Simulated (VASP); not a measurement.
# LiSi16 (a cell with a defect) in VASP: a series of runs

LiSi16 (a cell with a defect) is run at these levels: PBEsol; tasks: single point.

All numbers are computed with VASP 6.6.1; they aren't measurements. Logs are shortened: lines on timing, memory, paths and dates and some standing lists are left out, and cuts for length are marked.

### 1 The cell of the first run

The cell holds a defect, 17 atoms: a = 7.679 Å, b = 7.679 Å, c = 7.679 Å, α = 60.00°, β = 60.00°, γ = 60.00°.

### 2 Single point, PBEsol

The input, INCAR:

```
PREC = Accurate
ENCUT = 520
EDIFF = 1E-6
ISMEAR = 0
SIGMA = 0.05
LREAL = Auto
LASPH = T
NELM = 60
ALGO = Normal
ISIF = 2
LWAVE = F
LCHARG = F
GGA = PS
NBANDS = 48
NELECT = 66.0
```

The input, KPOINTS:

```
Automatic mesh
0
Gamma
  2 2 2
```

The input, POSCAR:

```
LiSi16
1.0
    0.0000000000      5.4300000000      5.4300000000
    5.4300000000      0.0000000000      5.4300000000
    5.4300000000      5.4300000000      0.0000000000
Si Li
16 1
Direct
   -0.0025800318      0.0008195132      0.0008030169
    0.1271363836      0.1228960771      0.1228750815
    0.0025099600     -0.0072863704      0.5023440785
    0.1270544985      0.1229016925      0.6269400251
    0.0025261066      0.5023693795     -0.0073445936
    0.1270628652      0.6269558395      0.1228791271
    0.0023611421      0.5021913522      0.5021829924
    0.1256262983      0.6246348206      0.6245797354
    0.5010130267      0.0007623483      0.0007458436
    0.6249342353      0.1250388615      0.1250444964
    0.5009394627      0.0006828415      0.4975516550
    0.6232884125      0.1228949984      0.6268733350
    0.5009471096      0.4975447091      0.0006742374
    0.6232864589      0.6268893899      0.1228723229
    0.4937573654      0.5020535496      0.5020445456
    0.6232980535      0.6268017222      0.6267943524
    0.8766050530      0.3740457752      0.3738855482
```

Potentials or basis: VASP PAW PBE potentials, release 64 (Si, Li_sv).

Launch:

```sh
$ cat potpaw_PBE.64/Si/POTCAR potpaw_PBE.64/Li_sv/POTCAR > POTCAR
$ mpirun -np 1 vasp_std > vasp.out
```

OUTCAR:

```text
PREC = Accurate
   ENCUT = 520
   EDIFF = 1E-6
   ISMEAR = 0
   LREAL = Auto
   LASPH = T
   NELM = 60
   ISIF = 2
   GGA = PS
   NELECT = 66.0

 ion  position               nearest neighbor table
   1  0.997  0.001  0.001-  10 2.34   4 2.34   6 2.34   2 2.34
   2  0.127  0.123  0.123-   1 2.34   9 2.34   3 2.38   5 2.38  17 2.73
   3  0.003  0.993  0.502-   8 2.31  12 2.38   4 2.38   2 2.38  17 2.39
   4  0.127  0.123  0.627-   1 2.34  11 2.34   7 2.38   3 2.38  17 2.73
   5  0.003  0.502  0.993-   8 2.31  14 2.38   6 2.38   2 2.38  17 2.39
   6  0.127  0.627  0.123-   1 2.34  13 2.34   7 2.38   5 2.38  17 2.73
   7  0.002  0.502  0.502-   8 2.31  16 2.38   4 2.38   6 2.38  17 2.40
   8  0.126  0.625  0.625-   5 2.31   3 2.31   7 2.31  15 2.31
   9  0.501  0.001  0.001-  10 2.34  12 2.34  14 2.34   2 2.34
  10  0.625  0.125  0.125-   1 2.34   9 2.34  13 2.34  11 2.34
  11  0.501  0.001  0.498-  10 2.34  16 2.34  12 2.34   4 2.34
  12  0.623  0.123  0.627-   9 2.34  11 2.34  15 2.38   3 2.38  17 2.74
  13  0.501  0.498  0.001-  10 2.34  16 2.34  14 2.34   6 2.34
  14  0.623  0.627  0.123-   9 2.34  13 2.34  15 2.38   5 2.38  17 2.74
  15  0.494  0.502  0.502-   8 2.31  16 2.38  12 2.38  14 2.38  17 2.40
  16  0.623  0.627  0.627-  13 2.34  11 2.34  15 2.38   7 2.38  17 2.75
  17  0.877  0.374  0.374-   5 2.39   3 2.39   7 2.40  15 2.40   2 2.73   6 2.73   4 2.73  14 2.74
                            12 2.74  16 2.75

  LATTYP: Found a face centered cubic cell.
 ALAT       =    10.8600000000

  Lattice vectors:

 A1 = (   0.0000000000,   5.4300000000,   5.4300000000)
 A2 = (   5.4300000000,   0.0000000000,   5.4300000000)
 A3 = (   5.4300000000,   5.4300000000,   0.0000000000)

Analysis of symmetry for initial positions (statically):
=====================================================================
 Subroutine PRICEL returns:
 Original cell was already a primitive cell.

 Routine SETGRP: Setting up the symmetry group for a
 face centered cubic supercell.

 Subroutine GETGRP returns: Found  1 space group operations
 (whereof  1 operations were pure point group operations)
 out of a pool of 48 trial point group operations.

The static configuration has the point symmetry C_1 .

Analysis of symmetry for dynamics (positions and initial velocities):
=====================================================================
 Subroutine PRICEL returns:
 Original cell was already a primitive cell.

 Routine SETGRP: Setting up the symmetry group for a
 face centered cubic supercell.

 Subroutine GETGRP returns: Found  1 space group operations
 (whereof  1 operations were pure point group operations)
 out of a pool of 48 trial point group operations.

The dynamic configuration has the point symmetry C_1 .

 Subroutine INISYM returns: Found  1 space group operations
 (whereof  1 operations are pure point group operations),
 and found     1 'primitive' translations

----------------------------------------------------------------------------------------

                                     Primitive cell

  volume of cell :     320.2060

  direct lattice vectors                    reciprocal lattice vectors
     0.000000000  5.430000000  5.430000000    -0.092081031  0.092081031  0.092081031
     5.430000000  0.000000000  5.430000000     0.092081031 -0.092081031  0.092081031
     5.430000000  5.430000000  0.000000000     0.092081031  0.092081031 -0.092081031

  length of vectors
     7.679179644  7.679179644  7.679179644     0.159489025  0.159489025  0.159489025

  position of ions in fractional coordinates (direct lattice)
     0.997419968  0.000819513  0.000803017
     0.127136384  0.122896077  0.122875081
     0.002509960  0.992713630  0.502344079
     0.127054499  0.122901693  0.626940025
     0.002526107  0.502369380  0.992655406
     0.127062865  0.626955839  0.122879127
[... 9 lines left out ...]
     0.623298054  0.626801722  0.626794352
     0.876605053  0.374045775  0.373885548

  ion indices of the primitive-cell ions
   primitive index   ion index
                 1           1
                 2           2
                 3           3
                 4           4
                 5           5
                 6           6
[... 9 lines left out ...]
                16          16
                17          17

----------------------------------------------------------------------------------------

 KPOINTS: Automatic mesh

Automatic generation of k-mesh.
 Grid dimensions read from file:
 generate k-points for:    2    2    2

 Generating k-lattice:

  Cartesian coordinates                     Fractional coordinates (reciprocal lattice)
    -0.046040516  0.046040516  0.046040516     0.500000000  0.000000000  0.000000000
     0.046040516 -0.046040516  0.046040516     0.000000000  0.500000000  0.000000000
     0.046040516  0.046040516 -0.046040516     0.000000000  0.000000000  0.500000000

  Length of vectors
     0.079744512  0.079744512  0.079744512

  Shift w.r.t. Gamma in fractional coordinates (k-lattice)
     0.000000000  0.000000000  0.000000000

 Subroutine IBZKPT returns following result:
 ===========================================

 Found      8 irreducible k-points:

 Following reciprocal coordinates:
            Coordinates               Weight
  0.000000  0.000000  0.000000      1.000000
  0.500000  0.000000  0.000000      1.000000
  0.000000  0.500000  0.000000      1.000000
  0.000000  0.000000  0.500000      1.000000
  0.500000  0.500000  0.500000      1.000000
  0.500000  0.500000  0.000000      1.000000
  0.000000  0.500000  0.500000      1.000000
  0.500000  0.000000  0.500000      1.000000
   k-points           NKPTS =      8   k-points in BZ     NKDIM =      8   number of bands    NBANDS=     48
   number of dos      NEDOS =    301   number of ions     NIONS =     17
   total plane-waves  NPLWV = 216000
   dimension x,y,z NGX =    60 NGY =   60 NGZ =   60
   dimension x,y,z NGXF=   120 NGYF=  120 NGZF=  120
   ions per type =              16   1
   NGX,Y,Z   is equivalent  to a cutoff of  12.99, 12.99, 12.99 a.u.
   NGXF,Y,Z  is equivalent  to a cutoff of  25.98, 25.98, 25.98 a.u.
 SYSTEM =  unknown system
   PREC   = accura    normal or accurate (medium, high low for compatibility)
   ISTART =      0    job   : 0-new  1-cont  2-samecut
   ICHARG =      2    charge: 1-file 2-atom 10-const
   ISPIN  =      1    spin polarized calculation?
   LNONCOLLINEAR =      F non collinear calculations
   LSORBIT =      F    spin-orbit coupling
   LASPH  =      T    aspherical Exc in radial PAW
   ENCUT  =  520.0 eV  38.22 Ry    6.18 a.u.  14.28 14.28 14.28*2*pi/ulx,y,z
   NELM   =     60;   NELMIN=  2; NELMDL= -5     # of ELM steps
   EDIFF  = 0.1E-05   stopping-criterion for ELM
   LREAL  =      T    real-space projection
   EDIFFG = 0.1E-04   stopping-criterion for IOM
   NSW    =      0    number of steps for IOM
   IBRION =     -1    ionic relax: 0-MD 1-quasi-New 2-CG
   NFREE  =      0    steps in history (QN), initial steepest desc. (CG)
   ISIF   =      2    stress and relaxation
   ISYM   =      2    0-nonsym 1-usesym 2-fastsym
   POTIM  = 0.5000    time-step for ionic-motion
   TEBEG  =    0.0;   TEEND  =   0.0 temperature during run
   PSTRESS=    0.0 pullay stress
   NELECT =      66.0000    total number of electrons
   NUPDOWN=      -1.0000    fix difference up-down
   EMIN   =  10.00;   EMAX   =-10.00  energy-range for DOS
   EFERMI =   0.00;   METHOD = LEGACY
   ISMEAR =     0;   SIGMA  =   0.05  broadening in eV -4-tet -1-fermi 0-gaus
   EFERMI_NEDOS =   21; number of points for ismear=-14 and -15
   IALGO  =     38    algorithm
   IMIX   =      4    mixing-type and parameters
     AMIX     =   0.40;   BMIX     =  1.00
     AMIX_MAG =   1.60;   BMIX_MAG =  1.00
  volume/ion in A,a.u.               =      18.84       127.11
  Fermi-wavevector in a.u.,A,eV,Ry     =   0.967044  1.827449 12.723821  0.935174
  Thomas-Fermi vector in A             =   2.096897
   LORBIT       =      0    0 simple, 1 ext, 2 COOP (PROOUT), +10 PAW based schemes
   GGA     = PS    functional components
   LHFCALC =     F    Hartree Fock is set to
   AEXX    =    0.0000 exact exchange contribution
   IVDW    =     0    specifies the selected vdW correction
   LEPSILON=     F    determine dielectric tensor
   LRPA    =     F    only Hartree local field effects (RPA)
 non-spin polarized calculation
 Gauss-broadening in eV      SIGMA  =   0.05
  energy-cutoff  :      520.00
  volume of cell :      320.21
 maximum number of plane-waves:      8646
 NGX is ok and might be reduce to    60
   NGX = 29   NGY = 29   NGZ = 29

 number of electron      65.9999998 magnetization

 Free energy of the ion-electron system (eV)
  ---------------------------------------------------
  ext. energy  EPLUGINS =         0.00000000
  ---------------------------------------------------
  free energy    TOTEN  =       -98.75971464 eV

  energy without entropy =      -98.75971464  energy(sigma->0) =      -98.75971464

 E-fermi :   6.2902     XC(G=0):  -9.5855

 val. band max:        6.0071380430   @ k =   0.0000   0.0000   0.0000
 cond. band min:       6.5227258567   @ k =   0.0000   0.0000   0.0000
 fundamental gap:      0.5155878138
 Fermi energy:         6.2901739016

 k-point     1 :       0.0000    0.0000    0.0000
  band No.  band energies     occupation
      1     -39.7495      2.00000
      2      -5.9909      2.00000
      3      -3.7218      2.00000
      4      -3.6612      2.00000
      5      -3.6612      2.00000
      6      -3.6611      2.00000
[... 37 lines left out ...]
     44       8.2589      0.00000
     45       8.2617      0.00000

 k-point     2 :       0.5000    0.0000    0.0000
  band No.  band energies     occupation
      1     -39.7496      2.00000
      2      -5.2590      2.00000
      3      -5.1345      2.00000
      4      -3.4063      2.00000
      5      -3.3666      2.00000
      6      -3.3663      2.00000
[... 37 lines left out ...]
     44       9.5334      0.00000
     45       9.5342      0.00000

 k-point     3 :       0.0000    0.5000    0.0000
  band No.  band energies     occupation
      1     -39.7496      2.00000
      2      -5.2604      2.00000
      3      -5.1333      2.00000
      4      -3.4060      2.00000
      5      -3.3665      2.00000
      6      -3.3660      2.00000
[... 37 lines left out ...]
     44       9.5331      0.00000
     45       9.5344      0.00000

 k-point     4 :       0.0000    0.0000    0.5000
  band No.  band energies     occupation
      1     -39.7496      2.00000
      2      -5.2605      2.00000
      3      -5.1332      2.00000
      4      -3.4060      2.00000
      5      -3.3664      2.00000
      6      -3.3660      2.00000
[... 37 lines left out ...]
     44       9.5331      0.00000
     45       9.5344      0.00000

 k-point     5 :       0.5000    0.5000    0.5000
  band No.  band energies     occupation
      1     -39.7496      2.00000
      2      -5.2596      2.00000
      3      -5.1339      2.00000
      4      -3.4062      2.00000
      5      -3.3666      2.00000
      6      -3.3661      2.00000
[... 37 lines left out ...]
     44       9.5330      0.00000
     45       9.5345      0.00000

 k-point     6 :       0.5000    0.5000    0.0000
  band No.  band energies     occupation
      1     -39.7495      2.00000
      2      -4.9709      2.00000
      3      -4.8776      2.00000
      4      -3.9860      2.00000
      5      -3.9536      2.00000
      6      -3.9536      2.00000
[... 37 lines left out ...]
     44      10.1990      0.00000
     45      10.2824      0.00000

 k-point     7 :       0.0000    0.5000    0.5000
  band No.  band energies     occupation
      1     -39.7495      2.00000
      2      -4.9709      2.00000
      3      -4.8776      2.00000
      4      -3.9860      2.00000
      5      -3.9536      2.00000
      6      -3.9536      2.00000
[... 37 lines left out ...]
     44      10.1990      0.00000
     45      10.2821      0.00000

 k-point     8 :       0.5000    0.0000    0.5000
  band No.  band energies     occupation
      1     -39.7495      2.00000
      2      -4.9709      2.00000
      3      -4.8776      2.00000
      4      -3.9859      2.00000
      5      -3.9536      2.00000
      6      -3.9536      2.00000
[... 37 lines left out ...]
     44      10.1990      0.00000
     45      10.2824      0.00000
 [bands above 45 left out]

------------------------ aborting loop because EDIFF is reached ----------------------------------------

  FORCE on cell =-STRESS in cart. coord.  units (eV):
  Direction    XX          YY          ZZ          XY          YZ          ZX
  --------------------------------------------------------------------------------------
  -------------------------------------------------------------------------------------
  Total       -4.5214424     -4.5241828     -4.5241408      0.0057714     -0.0223577      0.0034882
  in kB      -22.6234118    -22.6371238    -22.6369137      0.0288777     -0.1118688      0.0174536
  external PRESSURE =     -22.6324831 kB  Pullay stress =       0.0000000 kB

 VOLUME and BASIS-vectors are now :
 -----------------------------------------------------------------------------
  energy-cutoff  :      520.00
  volume of cell :      320.21
      direct lattice vectors                 reciprocal lattice vectors
     0.000000000  5.430000000  5.430000000    -0.092081031  0.092081031  0.092081031
     5.430000000  0.000000000  5.430000000     0.092081031 -0.092081031  0.092081031
     5.430000000  5.430000000  0.000000000     0.092081031  0.092081031 -0.092081031

 POSITION                                       TOTAL-FORCE (eV/Angst)
 -----------------------------------------------------------------------------------
      0.00881      5.42035      5.42044        -0.005341      0.007164      0.006903
      1.33454      1.35756      1.35768         0.002591     -0.000043      0.000289
      8.11816      2.74136      5.40406        -0.011188      0.004886      0.000016
      4.07164      4.09419      1.35726        -0.002258     -0.000323     -0.002100
      8.11798      5.40384      2.74158        -0.010955     -0.000296      0.005217
      4.07160      1.35719      4.09432        -0.002434     -0.002248     -0.000699
[... 9 lines left out ...]
      6.80703      6.78800      6.78804         0.003563      0.001062      0.001024
      4.06127      6.79016      6.79103         0.028730     -0.005414     -0.007498
 -----------------------------------------------------------------------------------
    total drift:                                0.005565     -0.001628     -0.001724

  FREE ENERGIE OF THE ION-ELECTRON SYSTEM (eV)
  ---------------------------------------------------
  free  energy   TOTEN  =       -98.7597146434 eV

  energy  without entropy=      -98.7597146434  energy(sigma->0) =      -98.75971464
```

Run time: 9.8 min. Hardware: 1 thread of AMD EPYC 7R13, shared host; peak memory 0.48 GiB.

Results:

```yaml
Free_energy: -98.7597 eV
Largest_force: 0.030 eV/Å
```

Forces on the atoms (eV/Å):
```
Si  -0.005  0.007  0.007
Si   0.003  0.000  0.000
Si  -0.011  0.005  0.000
Si  -0.002  0.000 -0.002
Si  -0.011  0.000  0.005
Si  -0.002 -0.002 -0.001
Si  -0.004  0.006  0.007
Si   0.004 -0.001 -0.001
Si  -0.004 -0.006 -0.006
Si  -0.002  0.000  0.000
Si   0.005  0.003 -0.004
Si  -0.003  0.003 -0.001
Si   0.005 -0.004  0.003
Si  -0.004 -0.001  0.004
Si   0.000 -0.005 -0.005
Si   0.004  0.001  0.001
Li   0.029 -0.005 -0.007
```

Caveat: the k points lie up to 0.50 Å⁻¹ apart; the cell carries a net charge on a neutralising background, which shifts energy and pressure; the cell is charged against a uniform background, so pressure and absolute levels hang on convention; the cutoff is under 1.25 times the usual one of these potentials, so pressure, stress and relaxed cells hold a basis-set (Pulay) error; the PAW data sets were made with another functional, which shifts forces and pressure a little.

### 3 Single point, PBEsol

The input, INCAR:

```
PREC = Accurate
ENCUT = 520
EDIFF = 1E-7
ISMEAR = 0
SIGMA = 0.05
LREAL = Auto
LASPH = True
NELM = 80
ALGO = Normal
ISIF = 2
LWAVE = False
LCHARG = False
GGA = PS
NBANDS = 48
NELECT = 66.0
```

KPOINTS is that of step 2.

The input, POSCAR:

```
LiSi16
1.0
    0.0000000000      5.4300000000      5.4300000000
    5.4300000000      0.0000000000      5.4300000000
    5.4300000000      5.4300000000      0.0000000000
Si Li
16 1
Direct
   -0.0009381280      0.0003183986      0.0004553362
    0.1224893718      0.1227033452      0.1227237432
   -0.0021442401     -0.0020178320      0.5021385749
    0.1224057031      0.1226105566      0.6323939889
   -0.0021243127      0.5020829776     -0.0019790038
    0.1224448305      0.6322491477      0.1226736590
   -0.0021675547      0.5020877413      0.5021401649
    0.1276204576      0.6241285730      0.6241686792
    0.5015810465     -0.0018157265     -0.0017974352
    0.6309226122      0.1230266741      0.1230496075
    0.5015903736     -0.0018631159      0.5021545326
    0.6239714511      0.1274661662      0.6243258981
    0.5015852270      0.5020979991     -0.0018230791
    0.6239895348      0.6243045620      0.1274493735
    0.5000947207      0.4999687676      0.4999550542
    0.6239507574      0.6242614948      0.6243029405
    1.2477373193      0.2507661906      0.2511488153
```

Potentials or basis: VASP PAW PBE potentials, release 64 (Si, Li_sv).

Launch:

```sh
$ cat potpaw_PBE.64/Si/POTCAR potpaw_PBE.64/Li_sv/POTCAR > POTCAR
$ mpirun -np 1 vasp_std > vasp.out
```

It took 9 min on 1 thread of AMD EPYC 7R13, shared host; peak memory 0.48 GiB.

It converged, with:

- Free energy: -98.7597 eV
- Largest force: 0.031 eV/Å

Forces in eV/Å, atoms in the order of the input:
```
Si  -0.002  0.001  0.002
Si   0.005 -0.007 -0.009
Si   0.001  0.001  0.004
Si   0.009 -0.003 -0.008
Si   0.001  0.003  0.000
Si   0.010 -0.006 -0.004
Si  -0.005  0.000 -0.001
Si   0.008 -0.009 -0.008
Si  -0.002 -0.003 -0.003
Si  -0.001  0.004  0.002
Si   0.004  0.001 -0.004
Si  -0.007  0.006 -0.004
Si   0.004 -0.004  0.002
Si  -0.007 -0.003  0.006
Si   0.001 -0.001 -0.001
Si   0.004  0.007  0.007
Li  -0.022  0.013  0.017
```

Levels at points of the mesh, in eV from the Fermi level:
| k point | band 29 | band 30 | band 31 | band 32 | band 33 | band 34 | band 35 | band 36 | band 37 | band 38 |
| --- | --- | --- | --- | --- | --- | --- | --- | --- | --- | --- |
| (0.00, 0.00, 0.00) | -1.43 | -1.42 | -0.29 | -0.29 | -0.29 | 0.23 | 0.23 | 0.23 | 0.29 | 0.30 |
| (0.50, 0.00, 0.00) | -2.42 | -1.11 | -1.11 | -1.02 | -1.02 | 0.81 | 1.00 | 1.00 | 1.19 | 1.19 |
| (0.00, 0.50, 0.00) | -2.42 | -1.11 | -1.11 | -1.02 | -1.02 | 0.81 | 1.00 | 1.00 | 1.19 | 1.19 |
| (0.00, 0.00, 0.50) | -2.42 | -1.11 | -1.11 | -1.02 | -1.02 | 0.81 | 1.00 | 1.00 | 1.19 | 1.19 |
| (0.50, 0.50, 0.50) | -2.42 | -1.11 | -1.11 | -1.02 | -1.02 | 0.81 | 1.00 | 1.00 | 1.19 | 1.19 |
| (0.50, 0.50, 0.00) | -2.22 | -1.66 | -1.66 | -1.61 | -1.57 | 0.68 | 0.75 | 1.81 | 1.93 | 1.93 |
| (0.00, 0.50, 0.50) | -2.22 | -1.66 | -1.66 | -1.61 | -1.57 | 0.68 | 0.75 | 1.81 | 1.93 | 1.93 |
| (0.50, 0.00, 0.50) | -2.22 | -1.66 | -1.66 | -1.61 | -1.57 | 0.68 | 0.75 | 1.81 | 1.93 | 1.93 |

Caveat: the k points lie up to 0.50 Å⁻¹ apart; the cell carries a net charge on a neutralising background, which shifts energy and pressure; the cell is charged against a uniform background, so pressure and absolute levels hang on convention; the cutoff is under 1.25 times the usual one of these potentials, so pressure, stress and relaxed cells hold a basis-set (Pulay) error; the PAW data sets were made with another functional, which shifts forces and pressure a little.

(Part 1 of 2 ends here.)
